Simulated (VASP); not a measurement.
Input of a VASP 6.6.1 run:

INCAR

```
SYSTEM = Zr
PREC = Accurate
ENCUT = 520
EDIFF = 1E-6
ISMEAR = -1
SIGMA = 0.1
LREAL = .False.
LASPH = .True.
NELM = 100
ALGO = Normal
ISIF = 2
LWAVE = .False.
LCHARG = .False.
GGA = RP
NBANDS = 12
```

Contents of KPOINTS:

```
regular mesh
0
Gamma
  14 14 14
  0 0 0
```

POSCAR

```
Zr
1.0
   -1.8050605288      1.8050605288      1.8050605288
    1.8050605288     -1.8050605288      1.8050605288
    1.8050605288      1.8050605288     -1.8050605288
Zr
1
Direct
    0.0000000000      0.0000000000      0.0000000000
```

Potentials or basis: VASP PAW PBE potentials, release 64 (Zr_sv).

The run is started by

```console
$ cat potpaw_PBE.64/Zr_sv/POTCAR > POTCAR
$ mpirun -np 1 vasp_std > vasp.out
```

(1) What does it give for the pressure?

(2) Predict the band gap on the k mesh.

## Answers

(1) -0.1 GPa.

(2) zero (band 6 reaches 9.81 eV, above the bottom of band 7 at 8.05 eV).

Caveat: the PAW data sets were made with another functional, which shifts forces and pressure a little.
